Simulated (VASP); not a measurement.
# GaN (P6_3mc) in VASP: a series of runs

Runs on GaN. Level: LDA. Tasks: vibrations by perturbation theory.

Program: VASP 6.6.1. These are calculated values, not measurements. Logs are shortened: lines on timing, memory, paths and dates and some standing lists are left out, and cuts for length are marked.

## Step 1: The cell of the first run

The structure is hexagonal, space group P6_3mc (No. 186). Conventional cell: a = 3.152 Å, b = 3.152 Å, c = 5.164 Å, α = 90.00°, β = 90.00°, γ = 120.00°. Within 2.6 Å of Ga (site symmetry 3m) lie 4 N at 1.93 to 1.94 Å. N (site symmetry 3m) has 4 Ga at 1.93 to 1.94 Å within 2.6 Å.

## Step 2: Vibrations by perturbation theory, LDA

INCAR reads:

```
PREC = Accurate
ENCUT = 520
EDIFF = 1E-8
ISMEAR = 0
SIGMA = 0.01
LREAL = F
LASPH = T
NELM = 80
ALGO = Normal
ISIF = 2
LWAVE = F
LCHARG = F
IBRION = 8
NSW = 1
LEPSILON = T
```

KPOINTS reads:

```
regular mesh
0
Gamma
  8 8 5
```

POSCAR reads:

```
GaN
1.0
    3.1517957840      0.0000000000      0.0000000000
   -1.5758978920      2.7295352164      0.0000000000
    0.0000000000      0.0000000000      5.1639735648
Ga N
2 2
Direct
    0.3333333333      0.6666666667     -0.0003011280
    0.6666666667      0.3333333333      0.4996988720
    0.3333333333      0.6666666667      0.3753011280
    0.6666666667      0.3333333333      0.8753011280
```

Potentials or basis: VASP PAW LDA potentials, release 64 (Ga_d, N).

Command:

```bash
cat potpaw_LDA.64/Ga_d/POTCAR potpaw_LDA.64/N/POTCAR > POTCAR
mpirun -np 1 vasp_std > vasp.out
```

OUTCAR:

```text
PREC = Accurate
   ENCUT = 520
   EDIFF = 1E-8
   ISMEAR = 0
   LREAL = F
   LASPH = T
   NELM = 80
   ISIF = 2
   IBRION = 8
   NSW = 1
   LEPSILON = T

 ion  position               nearest neighbor table
   1  0.333  0.667  1.000-   4 1.93   4 1.93   4 1.93   3 1.94
   2  0.667  0.333  0.500-   3 1.93   3 1.93   3 1.93   4 1.94
   3  0.333  0.667  0.375-   2 1.93   2 1.93   2 1.93   1 1.94
   4  0.667  0.333  0.875-   1 1.93   1 1.93   1 1.93   2 1.94

  LATTYP: Found a hexagonal cell.
 ALAT       =     3.1517957840
 C/A-ratio  =     1.6384226386

  Lattice vectors:

 A1 = (   3.1517957840,   0.0000000000,   0.0000000000)
 A2 = (  -1.5758978920,   2.7295352164,   0.0000000000)
 A3 = (   0.0000000000,   0.0000000000,   5.1639735648)

Analysis of symmetry for initial positions (statically):
=====================================================================
 Subroutine PRICEL returns:
 Original cell was already a primitive cell.

 Routine SETGRP: Setting up the symmetry group for a
 hexagonal supercell.

 Subroutine GETGRP returns: Found 12 space group operations
 (whereof  6 operations were pure point group operations)
 out of a pool of 24 trial point group operations.

The static configuration has the point symmetry C_3v.
 The point group associated with its full space group is C_6v.

Analysis of symmetry for dynamics (positions and initial velocities):
=====================================================================
 Subroutine PRICEL returns:
 Original cell was already a primitive cell.

 Routine SETGRP: Setting up the symmetry group for a
 hexagonal supercell.
[... 874 lines left out ...]
  z     0.50299     0.50299    -1.02643     0.00000     0.00000     0.00000

 BORN EFFECTIVE CHARGES (including local field effects) (in |e|, cummulative output)
 ---------------------------------------------------------------------------------
 ion    1
    1     2.58273     0.00000    -0.00000
    2     0.00000     2.58273     0.00000
    3     0.00000     0.00000     2.71980
 ion    2
    1     2.58273     0.00000     0.00000
    2     0.00000     2.58273     0.00000
    3     0.00000     0.00000     2.71980
 ion    3
    1    -2.58273     0.00000    -0.00000
    2    -0.00000    -2.58273     0.00000
    3     0.00000     0.00000    -2.71980
 ion    4
    1    -2.58273     0.00000    -0.00000
    2     0.00000    -2.58273     0.00000
    3     0.00000    -0.00000    -2.71980

 INTERNAL STRAIN TENSOR FOR ION    4 for displacements in x,y,z  (eV/Angst):
          X           Y           Z          XY          YZ          ZX
  --------------------------------------------------------------------------------
  x     0.00000     0.00000     0.00000    10.00354     0.00000     5.75698
  y    10.00354   -10.00354     0.00000     0.00000     6.03851    -0.00000
  z     5.78411     5.78411   -10.32588     0.00000     0.00000     0.00000

 SECOND DERIVATIVES (NOT SYMMETRIZED)
 ------------------------------------
               1X          1Y          1Z          2X          2Y          2Z          3X          3Y          3Z          4X          4Y          4Z
  1X   -14.041257   -0.000000    0.000000    0.462367    0.000000    0.000000    1.060647    0.000000    0.000000   12.518243    0.000000    0.000000
  1Y     0.000000  -14.041257    0.000000    0.000000    0.462367    0.000000    0.000000    1.060647    0.000000    0.000000   12.518243    0.000000
  1Z     0.000000   -0.000000  -20.852894   -0.000000    0.000000    8.443199    0.000000    0.000000    7.202482   -0.000000    0.000000    5.207213
  2X     0.462367    0.000000    0.000000  -14.041257   -0.000000    0.000000   12.518243    0.000000    0.000000    1.060647    0.000000    0.000000
  2Y     0.000000    0.462367    0.000000    0.000000  -14.041257   -0.000000    0.000000   12.518243    0.000000   -0.000000    1.060647    0.000000
  2Z     0.000000    0.000000    8.443199    0.000000    0.000000  -20.852894    0.000000   -0.000000    5.207213   -0.000000    0.000000    7.202482
  3X     1.045574    0.000000    0.000000   12.500756   -0.000000   -0.000000  -14.208754    0.000000   -0.000000    0.662424   -0.000000    0.000000
  3Y     0.000000    1.045574    0.000000    0.000000   12.500756    0.000000    0.000000  -14.208754    0.000000    0.000000    0.662424    0.000000
  3Z     0.000000    0.000000    7.201188    0.000000   -0.000000    5.205363    0.000000    0.000000  -18.632913   -0.000000    0.000000    6.226361
  4X    12.500756    0.000000    0.000000    1.045574   -0.000000   -0.000000    0.662424    0.000000   -0.000000  -14.208754    0.000000    0.000000
  4Y     0.000000   12.500756    0.000000    0.000000    1.045574   -0.000000    0.000000    0.662424   -0.000000    0.000000  -14.208754    0.000000
  4Z    -0.000000    0.000000    5.205363   -0.000000    0.000000    7.201188    0.000000   -0.000000    6.226361    0.000000   -0.000000  -18.632913

 Eigenvectors and eigenvalues of the dynamical matrix
 ----------------------------------------------------

   1 f  =   20.848864 THz   130.997275 2PiTHz  695.443240 cm-1    86.223934 meV
             X         Y         Z           dx          dy          dz
     -0.000000  1.819690  5.162419     0.000000   -0.000000    0.033211
      1.575898  0.909845  2.580432     0.000000   -0.000000   -0.033211
     -0.000000  1.819690  1.938045     0.000000   -0.000000   -0.706326
      1.575898  0.909845  4.520032    -0.000000    0.000000    0.706326
[... 71 lines left out ...]
  12 f/i=    0.007556 THz     0.047475 2PiTHz    0.252039 cm-1     0.031249 meV
             X         Y         Z           dx          dy          dz
     -0.000000  1.819690  5.162419    -0.487596    0.422456    0.000000
      1.575898  0.909845  2.580432    -0.487596    0.422456    0.000000
     -0.000000  1.819690  1.938045    -0.218763    0.189537    0.000000
      1.575898  0.909845  4.520032    -0.218763    0.189537    0.000000

--------------------------------------------------------------------------------------------------------

 MACROSCOPIC STATIC DIELECTRIC TENSOR IONIC CONTRIBUTION
 ------------------------------------------------------
           4.006628    -0.000000    -0.000000
          -0.000000     4.006628     0.000000
          -0.000000     0.000000     4.856624
 ------------------------------------------------------

 ELASTIC MODULI CONTR FROM IONIC RELAXATION (kBar)
 Direction    XX          YY          ZZ          XY          YZ          ZX
 --------------------------------------------------------------------------------
 XX        -682.6221    294.4457    346.2757      0.0000     -0.0000     -0.0000
 YY         294.4457   -682.6221    346.2757     -0.0000      0.0000      0.0000
 ZZ         346.2757    346.2757   -617.7956     -0.0000      0.0000     -0.0000
 XY           0.0000     -0.0000     -0.0000   -488.5339     -0.0000     -0.0000
 YZ          -0.0000      0.0000      0.0000     -0.0000   -166.1026      0.0000
 ZX          -0.0000      0.0000     -0.0000     -0.0000      0.0000   -181.1970
 --------------------------------------------------------------------------------

 PIEZOELECTRIC TENSOR IONIC CONTR  for field in x, y, z        (C/m^2)
          XX          YY          ZZ          XY          YZ          ZX
  --------------------------------------------------------------------------------
  x    -0.00000     0.00000    -0.00000    -0.00000     0.00000    -0.80175
  y    -0.00000     0.00000     0.00000    -0.00000    -0.76763     0.00000
  z    -0.91356    -0.91356     1.62990     0.00000    -0.00000     0.00000
```

OSZICAR:

```text
N       E                     dE             d eps       ncg     rms          rms(c)
DAV:   1     0.273684280990E+03    0.27368E+03   -0.18608E+04  1392   0.309E+03
DAV:   2     0.325364592560E+01   -0.27043E+03   -0.26178E+03  1468   0.530E+02
DAV:   3    -0.307234525849E+02   -0.33977E+02   -0.33650E+02  1506   0.154E+02
DAV:   4    -0.320402772941E+02   -0.13168E+01   -0.13133E+01  1860   0.312E+01
[... 254 lines left out ...]
RMM:   9    -0.244700587531E+00   -0.45201E-06    0.19283E-07  3270   0.111E-03    0.494E-05
RMM:  10    -0.244700360601E+00    0.22693E-06    0.20492E-07  3452   0.369E-04    0.252E-05
RMM:  11    -0.244700516807E+00   -0.15621E-06   -0.81779E-09  3353   0.142E-04    0.505E-06
RMM:  12    -0.244700555436E+00   -0.38629E-07    0.22784E-08  3268   0.762E-05    0.499E-06
RMM:  13    -0.244700545508E+00    0.99279E-08   -0.53858E-09  3364   0.339E-05    0.198E-06
 Linear response finished
```

stdout:

```text
POSCAR found type information on POSCAR GaN
 POSCAR found :  2 types and       4 ions
 scaLAPACK will be used
 LDA part: xc-table for (Slater(with rela. corr.)+CA(PZ))
 , standard interpolation
 POSCAR, INCAR and KPOINTS ok, starting setup
 FFT: planning ... GRIDC
[... 102 lines left out ...]
 onal to |phi(0)> (1.405001673819885E-004,3.955169525227120E-015)
 LRF_COMMUTATOR internal error: the vector H(1)-e(1) S(1) |phi(0)> is not orthog
 onal to |phi(0)> (1.081342150133057E-004,-8.541778395709798E-015)
 LRF_COMMUTATOR internal error: the vector H(1)-e(1) S(1) |phi(0)> is not orthog
 onal to |phi(0)> (1.104357433144366E-004,1.499618566235679E-016)
 LRF_COMMUTATOR internal error: the vector H(1)-e(1) S(1) |phi(0)> is not orthog
 onal to |phi(0)> (1.255412284110191E-004,-4.628242233906121E-015)
 LRF_COMMUTATOR internal error: the vector H(1)-e(1) S(1) |phi(0)> is not orthog
 onal to |phi(0)> (-1.480928492903835E-004,1.072059108153667E-014)
 LRF_COMMUT
```

Run time: 6.2 min. Hardware: 1 thread of Intel Xeon 6975P-C (Granite Rapids), shared host; peak memory 0.43 GiB.

What came out:

```
Electronic dielectric tensor (diagonal)                 : 5.68, 5.68, 5.85
Born charges (mean of the diagonal)                     : Ga +2.63; N -2.63 e
Highest phonon frequency at Γ, LO-TO splitting left out : 695 cm⁻¹
```

Phonon frequencies in cm⁻¹ (negative: imaginary):
```tsv
q point	frequencies
(0.000, 0.000, 0.000)	0 0 0 140 140 337 538 562 562 571 571 695
```

Electronic dielectric tensor:
```
5.68 0.00 0.00
0.00 5.68 0.00
0.00 0.00 5.85
```

Born effective charge tensors (e):
atom 1, Ga
```
2.58 0.00 0.00
0.00 2.58 0.00
0.00 0.00 2.72
```
atom 2, Ga
```
2.58 0.00 0.00
0.00 2.58 0.00
0.00 0.00 2.72
```
atom 3, N
```
-2.58  0.00  0.00
 0.00 -2.58  0.00
 0.00  0.00 -2.72
```
atom 4, N
```
-2.58  0.00  0.00
 0.00 -2.58  0.00
 0.00  0.00 -2.72
```

## Step 3: Vibrations by perturbation theory, LDA

This run uses another cell than the first one, of 11.16 Å³/atom.

INCAR reads:

```
SYSTEM = GaN
PREC = Accurate
ENCUT = 520
EDIFF = 1E-8
ISMEAR = 0
SIGMA = 0.01
LREAL = .False.
LASPH = .True.
NELM = 100
ALGO = Normal
ISIF = 2
LWAVE = .False.
LCHARG = .False.
IBRION = 8
NSW = 1
LEPSILON = .True.
```

KPOINTS reads:

```
Automatic mesh
0
Gamma
  8 8 5
  0 0 0
```

POSCAR reads:

```
GaN
1.0
    3.1675547629      0.0000000000      0.0000000000
   -1.5837773814      2.7431828925      0.0000000000
    0.0000000000      0.0000000000      5.1382821540
Ga N
2 2
Direct
    0.3333333333      0.6666666667     -0.0011388927
    0.6666666667      0.3333333333      0.4988611073
    0.3333333333      0.6666666667      0.3761388927
    0.6666666667      0.3333333333      0.8761388927
```

Potentials or basis: VASP PAW LDA potentials, release 64 (Ga_d, N).

Command:

```bash
cat potpaw_LDA.64/Ga_d/POTCAR potpaw_LDA.64/N/POTCAR > POTCAR
mpirun -np 1 vasp_std > vasp.out
```

OUTCAR:

```text
SYSTEM = GaN
   PREC = Accurate
   ENCUT = 520
   EDIFF = 1E-8
   ISMEAR = 0
   LREAL = .False.
   LASPH = .True.
   NELM = 100
   ISIF = 2
   IBRION = 8
   NSW = 1
   LEPSILON = .True.

 ion  position               nearest neighbor table
   1  0.333  0.667  0.999-   4 1.93   4 1.93   4 1.93   3 1.94
   2  0.667  0.333  0.499-   3 1.93   3 1.93   3 1.93   4 1.94
   3  0.333  0.667  0.376-   2 1.93   2 1.93   2 1.93   1 1.94
   4  0.667  0.333  0.876-   1 1.93   1 1.93   1 1.93   2 1.94
[... 1032 lines left out ...]
             X         Y         Z           dx          dy          dz
     -0.000000  1.828789  5.132430    -0.031802   -0.644383   -0.000000
      1.583777  0.914394  2.563289    -0.031802   -0.644383   -0.000000
     -0.000000  1.828789  1.932708    -0.014266   -0.289061   -0.000000
      1.583777  0.914394  4.501849    -0.014266   -0.289061   -0.000000

--------------------------------------------------------------------------------------------------------

 MACROSCOPIC STATIC DIELECTRIC TENSOR IONIC CONTRIBUTION
 ------------------------------------------------------
           4.091033     0.000000     0.000000
           0.000000     4.091033     0.000000
           0.000000     0.000000     4.866725
 ------------------------------------------------------

 ELASTIC MODULI CONTR FROM IONIC RELAXATION (kBar)
 Direction    XX          YY          ZZ          XY          YZ          ZX
 --------------------------------------------------------------------------------
 XX        -640.5397    292.7486    343.1235     -0.0000      0.0000      0.0000
 YY         292.7486   -640.5397    343.1235     -0.0000     -0.0000     -0.0000
 ZZ         343.1235    343.1235   -677.0370      0.0000      0.0000      0.0000
 XY          -0.0000     -0.0000      0.0000   -466.6441     -0.0000     -0.0000
 YZ           0.0000     -0.0000      0.0000     -0.0000   -151.4848     -0.0000
 ZX          -0.0000     -0.0000      0.0000     -0.0000     -0.0000   -165.5916
 --------------------------------------------------------------------------------

 PIEZOELECTRIC TENSOR IONIC CONTR  for field in x, y, z        (C/m^2)
          XX          YY          ZZ          XY          YZ          ZX
  --------------------------------------------------------------------------------
  x    -0.00000    -0.00000     0.00000    -0.00000    -0.00000    -0.77448
  y     0.00000    -0.00000     0.00000    -0.00000    -0.74075    -0.00000
  z    -0.86564    -0.86564     1.70804    -0.00000    -0.00000    -0.00000
```

OSZICAR:

```text
N       E                     dE             d eps       ncg     rms          rms(c)
DAV:   1     0.272138464996E+03    0.27214E+03   -0.18652E+04  1396   0.306E+03
DAV:   2     0.199092179105E+01   -0.27015E+03   -0.26065E+03  1486   0.533E+02
DAV:   3    -0.308323815155E+02   -0.32823E+02   -0.32597E+02  1536   0.153E+02
DAV:   4    -0.320198943246E+02   -0.11875E+01   -0.11852E+01  1734   0.310E+01
[... 243 lines left out ...]
RMM:  10    -0.244517467464E+00    0.11714E-06    0.10517E-07  3460   0.349E-04    0.231E-05
RMM:  11    -0.244517592262E+00   -0.12480E-06    0.15199E-08  3392   0.125E-04    0.534E-06
RMM:  12    -0.244517607555E+00   -0.15293E-07    0.24361E-08  3241   0.669E-05    0.408E-06
RMM:  13    -0.244517603677E+00    0.38776E-08    0.38232E-09  3379   0.291E-05    0.119E-06
 Linear response finished
```

Wall time 6.2 min (1 thread of Intel Xeon 6975P-C (Granite Rapids), shared host); peak memory 0.43 GiB.

What came out:

| Quantity | Value |
| --- | --- |
| Electronic dielectric tensor (diagonal) | 5.72, 5.72, 5.84 |
| Born charges (mean of the diagonal) | Ga +2.63; N -2.63 e |
| Highest phonon frequency at Γ, LO-TO splitting left out | 694 cm⁻¹ |

Phonon frequencies in cm⁻¹ (negative: imaginary):
```tsv
q point	frequencies
(0.000, 0.000, 0.000)	0 0 0 140 140 335 536 557 557 566 566 694
```

Electronic dielectric tensor:
```
5.72 0.00 0.00
0.00 5.72 0.00
0.00 0.00 5.84
```

Born effective charge tensors (e):
atom 1, Ga
```
2.59 0.00 0.00
0.00 2.59 0.00
0.00 0.00 2.72
```
atom 2, Ga
```
2.59 0.00 0.00
0.00 2.59 0.00
0.00 0.00 2.72
```
atom 3, N
```
-2.59  0.00  0.00
 0.00 -2.59  0.00
 0.00  0.00 -2.72
```
atom 4, N
```
-2.59  0.00  0.00
 0.00 -2.59  0.00
 0.00  0.00 -2.72
```
